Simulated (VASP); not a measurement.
# MgO (Fm-3m) in VASP: further runs

Runs on MgO. Level: r2SCAN. Tasks: single point.

Program: VASP 6.6.1. These are calculated values, not measurements. Logs are shortened: lines on timing, memory, paths and dates and some standing lists are left out, and cuts for length are marked.

## 1. The cell of the first run

The structure is cubic, space group Fm-3m (No. 225). The conventional cell has a = 4.287 Å, b = 4.287 Å, c = 4.287 Å, α = 90.00°, β = 90.00°, γ = 90.00°. Mg (site symmetry m-3m) has 6 O at 2.14 Å within 2.8 Å. O (site symmetry m-3m) has 6 Mg at 2.14 Å within 2.8 Å.

## 2. Single point, r2SCAN (volume scaled by 1.06)

Contents of POSCAR:

```
MgO
1.0
    0.0000000000      2.1433978385      2.1433978385
    2.1433978385      0.0000000000      2.1433978385
    2.1433978385      2.1433978385      0.0000000000
Mg O
1 1
Direct
    0.0000000000      0.0000000000      0.0000000000
    0.5000000000      0.5000000000      0.5000000000
```

Contents of INCAR.step1:

```
SYSTEM = MgO
  ALGO = Normal
  EDIFF = 1E-5
  ENCUT = 660
  GGA = PE
  GGA_COMPAT = .FALSE.
  ISMEAR = 0
  LASPH = .TRUE.
  LCHARG = .FALSE.
  LREAL = .FALSE.
  LWAVE = .TRUE.
  NBANDS = 15
  NELM = 120
  PREC = Accurate
  SIGMA = 0.02
```

Contents of INCAR.step2:

```
SYSTEM = MgO
  ALGO = Normal
  EDIFF = 1E-6
  ENCUT = 660
  GGA_COMPAT = .FALSE.
  ISIF = 2
  ISMEAR = 0
  ISTART = 1
  LASPH = .TRUE.
  LCHARG = .TRUE.
  LELF = .TRUE.
  LMIXTAU = .TRUE.
  LREAL = .FALSE.
  LVHAR = .TRUE.
  LWAVE = .FALSE.
  METAGGA = R2SCAN
  NBANDS = 15
  NELM = 120
  PREC = Accurate
  SIGMA = 0.02
```

Contents of KPOINTS:

```
k-points
0
G
  10 10 10
  0 0 0
```

Potentials or basis: VASP PAW PBE potentials, release 64 (Mg_sv, O).

Command:

```
$ cat potpaw_PBE.64/Mg_sv/POTCAR potpaw_PBE.64/O/POTCAR > POTCAR
$ cp INCAR.step1 INCAR
$ mpirun -np 1 vasp_std > vasp.out
$ cp INCAR.step2 INCAR
$ mpirun -np 1 vasp_std > vasp.out
```

OUTCAR:

```text
SYSTEM = MgO
   EDIFF = 1E-6
   ENCUT = 660
   ISIF = 2
   ISMEAR = 0
   ISTART = 1
   LASPH = .TRUE.
   LREAL = .FALSE.
   METAGGA = R2SCAN
   NELM = 120
   PREC = Accurate

 ion  position               nearest neighbor table
   1  0.000  0.000  0.000-
   2  0.500  0.500  0.500-

  LATTYP: Found a face centered cubic cell.
 ALAT       =     4.2867956770

  Lattice vectors:

 A1 = (   0.0000000000,   2.1433978385,   2.1433978385)
 A2 = (   2.1433978385,   0.0000000000,   2.1433978385)
 A3 = (   2.1433978385,   2.1433978385,   0.0000000000)

Analysis of symmetry for initial positions (statically):
=====================================================================
 Subroutine PRICEL returns:
 Original cell was already a primitive cell.

 Routine SETGRP: Setting up the symmetry group for a
 face centered cubic supercell.

 Subroutine GETGRP returns: Found 48 space group operations
 (whereof 48 operations were pure point group operations)
 out of a pool of 48 trial point group operations.

The static configuration has the point symmetry O_h .

Analysis of symmetry for dynamics (positions and initial velocities):
=====================================================================
 Subroutine PRICEL returns:
 Original cell was already a primitive cell.

 Routine SETGRP: Setting up the symmetry group for a
 face centered cubic supercell.

 Subroutine GETGRP returns: Found 48 space group operations
 (whereof 48 operations were pure point group operations)
 out of a pool of 48 trial point group operations.

The dynamic configuration has the point symmetry O_h .

 Subroutine INISYM returns: Found 48 space group operations
 (whereof 48 operations are pure point group operations),
 and found     1 'primitive' translations

----------------------------------------------------------------------------------------

                                     Primitive cell

  volume of cell :      19.6942

  direct lattice vectors                    reciprocal lattice vectors
     0.000000000  2.143397838  2.143397838    -0.233274472  0.233274472  0.233274472
     2.143397838  0.000000000  2.143397838     0.233274472 -0.233274472  0.233274472
     2.143397838  2.143397838  0.000000000     0.233274472  0.233274472 -0.233274472

  length of vectors
     3.031222293  3.031222293  3.031222293     0.404043238  0.404043238  0.404043238

  position of ions in fractional coordinates (direct lattice)
     0.000000000  0.000000000  0.000000000
     0.500000000  0.500000000  0.500000000

  ion indices of the primitive-cell ions
   primitive index   ion index
                 1           1
                 2           2

----------------------------------------------------------------------------------------

 KPOINTS: k-points

Automatic generation of k-mesh.
 Grid dimensions read from file:
 generate k-points for:   10   10   10

 Generating k-lattice:

  Cartesian coordinates                     Fractional coordinates (reciprocal lattice)
    -0.023327447  0.023327447  0.023327447     0.100000000  0.000000000  0.000000000
     0.023327447 -0.023327447  0.023327447     0.000000000  0.100000000  0.000000000
     0.023327447  0.023327447 -0.023327447     0.000000000  0.000000000  0.100000000

  Length of vectors
     0.040404324  0.040404324  0.040404324

  Shift w.r.t. Gamma in fractional coordinates (k-lattice)
     0.000000000  0.000000000  0.000000000

 Subroutine IBZKPT returns following result:
 ===========================================

 Found     47 irreducible k-points:

 Following reciprocal coordinates:
            Coordinates               Weight
  0.000000  0.000000  0.000000      1.000000
  0.100000  0.000000  0.000000      8.000000
  0.200000  0.000000  0.000000      8.000000
  0.300000  0.000000  0.000000      8.000000
  0.400000  0.000000  0.000000      8.000000
  0.500000  0.000000  0.000000      4.000000
[... 16 lines left out ...]
  0.300000  0.300000  0.000000      6.000000
  0.400000  0.300000  0.000000     24.000000
 [... further k-points ...]
   k-points           NKPTS =     47   k-points in BZ     NKDIM =     47   number of bands    NBANDS=     15
   number of dos      NEDOS =    301   number of ions     NIONS =      2
   total plane-waves  NPLWV =  21952
   dimension x,y,z NGX =    28 NGY =   28 NGZ =   28
   dimension x,y,z NGXF=    56 NGYF=   56 NGZF=   56
   ions per type =               1   1
   NGX,Y,Z   is equivalent  to a cutoff of  15.36, 15.36, 15.36 a.u.
   NGXF,Y,Z  is equivalent  to a cutoff of  30.71, 30.71, 30.71 a.u.
 SYSTEM =  MgO
   PREC   = accura    normal or accurate (medium, high low for compatibility)
   ISTART =      1    job   : 0-new  1-cont  2-samecut
   ICHARG =      0    charge: 1-file 2-atom 10-const
   ISPIN  =      1    spin polarized calculation?
   LNONCOLLINEAR =      F non collinear calculations
   LSORBIT =      F    spin-orbit coupling
   LASPH  =      T    aspherical Exc in radial PAW
   ENCUT  =  660.0 eV  48.51 Ry    6.96 a.u.   6.35  6.35  6.35*2*pi/ulx,y,z
   NELM   =    120;   NELMIN=  2; NELMDL=  0     # of ELM steps
   EDIFF  = 0.1E-05   stopping-criterion for ELM
   LREAL  =      F    real-space projection
   EDIFFG = 0.1E-04   stopping-criterion for IOM
   NSW    =      0    number of steps for IOM
   IBRION =     -1    ionic relax: 0-MD 1-quasi-New 2-CG
   NFREE  =      0    steps in history (QN), initial steepest desc. (CG)
   ISIF   =      2    stress and relaxation
   ISYM   =      2    0-nonsym 1-usesym 2-fastsym
   POTIM  = 0.5000    time-step for ionic-motion
   TEBEG  =    0.0;   TEEND  =   0.0 temperature during run
   PSTRESS=    0.0 pullay stress
   NELECT =      16.0000    total number of electrons
   NUPDOWN=      -1.0000    fix difference up-down
   EMIN   =  10.00;   EMAX   =-10.00  energy-range for DOS
   EFERMI =   0.00;   METHOD = LEGACY
   ISMEAR =     0;   SIGMA  =   0.02  broadening in eV -4-tet -1-fermi 0-gaus
   EFERMI_NEDOS =   21; number of points for ismear=-14 and -15
   IALGO  =     38    algorithm
   IMIX   =      4    mixing-type and parameters
     AMIX     =   0.40;   BMIX     =  1.00
     AMIX_MAG =   1.60;   BMIX_MAG =  1.00
  volume/ion in A,a.u.               =       9.85        66.45
  Fermi-wavevector in a.u.,A,eV,Ry     =   1.527573  2.886695 31.748922  2.333480
  Thomas-Fermi vector in A             =   2.635451
   LORBIT       =      0    0 simple, 1 ext, 2 COOP (PROOUT), +10 PAW based schemes
   METAGGA = R2SCAN    functional components
   LHFCALC =     F    Hartree Fock is set to
   AEXX    =    0.0000 exact exchange contribution
   IVDW    =     0    specifies the selected vdW correction
   LEPSILON=     F    determine dielectric tensor
   LRPA    =     F    only Hartree local field effects (RPA)
 non-spin polarized calculation
 Gauss-broadening in eV      SIGMA  =   0.02
  energy-cutoff  :      660.00
  volume of cell :       19.69
 maximum number of plane-waves:       769
 NGX is ok and might be reduce to    28
   NGX = 13   NGY = 13   NGZ = 13

 number of electron      16.0000001 magnetization

 Free energy of the ion-electron system (eV)
  ---------------------------------------------------
  ext. energy  EPLUGINS =         0.00000000
  ---------------------------------------------------
  free energy    TOTEN  =       -16.14885805 eV

  energy without entropy =      -16.14885805  energy(sigma->0) =      -16.14885805

 E-fermi :   2.4131     XC(G=0): -11.7500

 val. band max:        2.1515263707   @ k =   0.0000   0.0000   0.0000
 cond. band min:       7.2950675675   @ k =   0.0000   0.0000   0.0000
 fundamental gap:      5.1435411968
 Fermi energy:         2.4130766689

 k-point     1 :       0.0000    0.0000    0.0000
  band No.  band energies     occupation
      1     -73.0230      2.00000
      2     -38.1196      2.00000
      3     -38.1196      2.00000
      4     -38.1196      2.00000
      5     -15.7779      2.00000
      6       2.1515      2.00000
      7       2.1515      2.00000
      8       2.1515      2.00000
      9       7.2951      0.00000
     10      18.6976      0.00000
     11      18.6976      0.00000
     12      18.6976      0.00000
     13      22.6532      0.00000
     14      24.4308      0.00000
     15      24.4308      0.00000

 k-point     2 :       0.1000    0.0000    0.0000
  band No.  band energies     occupation
      1     -73.0224      2.00000
      2     -38.1262      2.00000
      3     -38.1201      2.00000
      4     -38.1201      2.00000
      5     -15.6813      2.00000
      6       1.5412      2.00000
      7       2.0882      2.00000
      8       2.0882      2.00000
      9       7.9078      0.00000
     10      17.4631      0.00000
     11      18.9318      0.00000
     12      18.9318      0.00000
     13      23.6675      0.00000
     14      23.6675      0.00000
     15      24.2702      0.00000

 k-point     3 :       0.2000    0.0000    0.0000
  band No.  band energies     occupation
      1     -73.0208      2.00000
      2     -38.1437      2.00000
      3     -38.1222      2.00000
      4     -38.1222      2.00000
      5     -15.4181      2.00000
      6       0.2844      2.00000
      7       1.9267      2.00000
      8       1.9267      2.00000
      9       9.1179      0.00000
     10      15.9381      0.00000
     11      19.3925      0.00000
     12      19.3925      0.00000
     13      22.9607      0.00000
     14      22.9607      0.00000
     15      25.1424      0.00000

 k-point     4 :       0.3000    0.0000    0.0000
  band No.  band energies     occupation
      1     -73.0189      2.00000
      2     -38.1644      2.00000
      3     -38.1243      2.00000
      4     -38.1243      2.00000
      5     -15.0677      2.00000
      6      -0.9716      2.00000
      7       1.7364      2.00000
      8       1.7364      2.00000
      9      10.1231      0.00000
     10      15.1988      0.00000
     11      19.4683      0.00000
     12      19.4683      0.00000
     13      23.4275      0.00000
     14      23.4275      0.00000
     15      24.5641      0.00000
[... 307 lines left out ...]
 k-point    22 :      -0.2000    0.2000    0.0000
  band No.  band energies     occupation
      1     -73.0182      2.00000
      2     -38.1607      2.00000
      3     -38.1367      2.00000
      4     -38.1236      2.00000
      5     -14.9671      2.00000
      6      -0.7869      2.00000
      7       0.8983      2.00000
      8       1.7337      2.00000
      9      11.0501      0.00000
     10      14.7909      0.00000
     11      17.9211      0.00000
     12      20.6175      0.00000
     13      21.3643      0.00000
     14      24.2957      0.00000
     15      27.7127      0.00000

 k-point    23 :       0.3000    0.3000    0.0000
  band No.  band energies     occupation
      1     -73.0176      2.00000
      2     -38.1587      2.00000
      3     -38.1345      2.00000
      4     -38.1345      2.00000
      5     -14.8988      2.00000
      6      -0.8375      2.00000
      7       1.2562      2.00000
      8       1.2562      2.00000
      9      11.4740      0.00000
     10      13.4117      0.00000
     11      17.2665      0.00000
     12      20.7554      0.00000
     13      20.7554      0.00000
     14      27.0830      0.00000
     15      30.0956      0.00000

 k-point    24 :       0.4000    0.3000    0.0000
  band No.  band energies     occupation
      1     -73.0164      2.00000
      2     -38.1671      2.00000
      3     -38.1388      2.00000
      4     -38.1370      2.00000
      5     -14.6870      2.00000
      6      -1.2368      2.00000
      7       0.9146      2.00000
      8       1.1144      2.00000
      9      12.2657      0.00000
     10      13.1160      0.00000
     11      16.4305      0.00000
     12      20.9907      0.00000
     13      21.1968      0.00000
     14      27.8255      0.00000
     15      29.6241      0.00000

 [... further k-points ...]
[... 5 lines left out ...]
  --------------------------------------------------------------------------------------
  -------------------------------------------------------------------------------------
  Total       -1.0821709     -1.0821709     -1.0821709      0.0000000      0.0000000     -0.0000000
  in kB      -88.0375739    -88.0375739    -88.0375739      0.0000000      0.0000000     -0.0000000
  external PRESSURE =     -88.0375739 kB  Pullay stress =       0.0000000 kB

 VOLUME and BASIS-vectors are now :
 -----------------------------------------------------------------------------
  energy-cutoff  :      660.00
  volume of cell :       19.69
      direct lattice vectors                 reciprocal lattice vectors
     0.000000000  2.143397838  2.143397838    -0.233274472  0.233274472  0.233274472
     2.143397838  0.000000000  2.143397838     0.233274472 -0.233274472  0.233274472
     2.143397838  2.143397838  0.000000000     0.233274472  0.233274472 -0.233274472

 POSITION                                       TOTAL-FORCE (eV/Angst)
 -----------------------------------------------------------------------------------
      0.00000      0.00000      0.00000         0.000000      0.000000      0.000000
      2.14340      2.14340      2.14340        -0.000000     -0.000000     -0.000000
 -----------------------------------------------------------------------------------
    total drift:                                0.000000      0.000000      0.000000

  FREE ENERGIE OF THE ION-ELECTRON SYSTEM (eV)
  ---------------------------------------------------
  free  energy   TOTEN  =       -16.1488580492 eV

  energy  without entropy=      -16.1488580492  energy(sigma->0) =      -16.14885805
```

It took 53 s on 1 thread of Intel Xeon 6975P-C (Granite Rapids), shared host; peak memory 0.17 GiB.

What came out:

```yaml
Free_energy: -16.1489 eV
Pressure: -8.8 GPa
Band_gap_on_the_k_mesh: 5.14 eV, direct
```

Caveat: the PAW data sets were made with another functional, which shifts forces and pressure a little.

(Continued in part 2 of 2.)
